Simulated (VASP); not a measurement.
Runs of VASP 6.6.1 on MnS. The structure is that of space group F-43m (No. 216), or close to it. The cells are those of the table. 

```tsv
task	cell	cutoff (eV)	smearing	gap on the mesh (eV)	pressure (GPa)	moment (μB)
single point	a = 3.702 Å, angles 60.0°, 2 atoms	520	gaussian 0.1 eV	none	4.3	3.91
single point	a = 3.886 Å, angles 60.0°, 2 atoms	520	gaussian 0.2 eV	none	-0.4	4.67
single point	a = 3.902 Å, angles 60.0°, 2 atoms	520	gaussian 0.1 eV	none	-0.7	4.74
relaxation of cell and atoms	relaxed to 4 GPa from a = 3.713 Å, angles 60.0°, 2 atoms	600	gaussian 0.1 eV	none	4.0	(c)
single point	a = 3.988 Å, angles 60.0°, 2 atoms	520	gaussian 0.1 eV	none	-2.9	4.94
single point	a = 3.864 Å, angles 60.0°, 2 atoms	520	gaussian 0.1 eV	none	0.1	4.61
single point	a = 3.825 Å, angles 60.0°, 2 atoms	520	gaussian 0.1 eV	none	0.9	4.45
single point	a = 3.939 Å, angles 60.0°, 2 atoms	520	gaussian 0.1 eV	none	(d)	4.84
single point	a = 3.960 Å, angles 60.0°, 2 atoms	520	gaussian 0.1 eV	none	-2.1	4.89
single point	a = 3.744 Å, angles 60.0°, 2 atoms	520	gaussian 0.1 eV	none	(b)	4.12
single point	a = 3.785 Å, angles 60.0°, 2 atoms	520	gaussian 0.1 eV	none	2.1	4.31
relaxation of cell and atoms	relaxed to 1 GPa from a = 3.851 Å, angles 60.0°, 2 atoms	600	gaussian 0.1 eV	none	1.0	(a)
```

Alike in all rows: level PBEsol; potentials or basis VASP PAW PBE potentials, release 64 (Mn_pv, S); spin collinear, ferromagnetic start; k mesh 14 × 14 × 14.

Task: Fill in the values left out.

Result: (a) 4.43; (b) 3.2; (c) 3.96; (d) -1.6.

Caveats: the PAW data sets were made with another functional, which shifts forces and pressure a little; a cell with one magnetic atom can't hold antiferromagnetic order, which such compounds often take; semilocal functionals often make such compounds metallic where correlation or magnetic order opens a gap, which also shifts bond lengths; the cell stands under pressure (at least some runs); the cell is relaxed towards a set pressure, so the run minimises the enthalpy, not the energy (at least some runs); the relaxation stopped at its first step, so nothing moved (at least some runs).

A gap of «none» marks levels without a gap at the run's occupations.
